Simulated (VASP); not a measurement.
Input of a VASP 6.6.1 run:

Contents of INCAR:

```
SYSTEM = Li4Si2C3
PREC     = Accurate       ! precision mode
ENCUT    = 520            ! plane-wave cutoff, eV
EDIFF    = 1E-6           ! SCF threshold, eV
ISMEAR   = 0              ! smearing method
SIGMA    = 0.1            ! smearing width, eV
LREAL    = .False.        ! projectors in reciprocal space
LASPH    = .True.         ! aspherical terms in the spheres
NELM     = 80             ! most SCF steps
ALGO     = Normal         ! electronic algorithm
ISIF     = 2              ! what is computed and relaxed
LWAVE    = .False.        ! write WAVECAR
LCHARG   = .False.        ! write CHGCAR
GGA      = PE             ! functional
NBANDS   = 26             ! bands
```

KPOINTS

```
regular mesh
0
Gamma
  8 8 8
  0 0 0
```

The input POSCAR:

```
Li4Si2C3
1.0
    0.0000000000      3.7851330914      5.0392993523
    3.6337667593      0.0000000000      5.0392993523
    3.6337667593      3.7851330914      0.0000000000
Li Si C
4 2 3
Direct
    0.9806023161      0.2833945510      0.0924075614
    0.0924075614      0.6435955715      0.9806023161
    0.6435955715      0.0924075614      0.2833945510
    0.2833945510      0.9806023161      0.6435955715
    0.7301333795      0.2698666205      0.7301333795
    0.2698666205      0.7301333795      0.2698666205
    0.2500000000      0.2500000000      0.2500000000
    0.5964721778      0.4035278222      0.4035278222
    0.4035278222      0.5964721778      0.5964721778
```

Potentials or basis: VASP PAW PBE potentials, release 64 (Li_sv, Si, C).

The run is started by

```bash
$ cat potpaw_PBE.64/Li_sv/POTCAR potpaw_PBE.64/Si/POTCAR potpaw_PBE.64/C/POTCAR > POTCAR
$ mpirun -np 1 vasp_std > vasp.out
```

Problem. Estimate the band gap on the k mesh.

Solution. Zero (bands 16 and 17 overlap by 0.30 eV).

Problem. Predict the largest force.

Solution. 0.075 eV/Å.

Forces on the atoms (eV/Å):
```
Li  -0.007 -0.009 -0.005
Li   0.007 -0.009  0.005
Li  -0.007  0.009  0.005
Li   0.007  0.009 -0.005
Si   0.000 -0.002  0.000
Si   0.000  0.002  0.000
C    0.000  0.000  0.000
C   -0.075  0.000  0.000
C    0.075  0.000  0.000
```
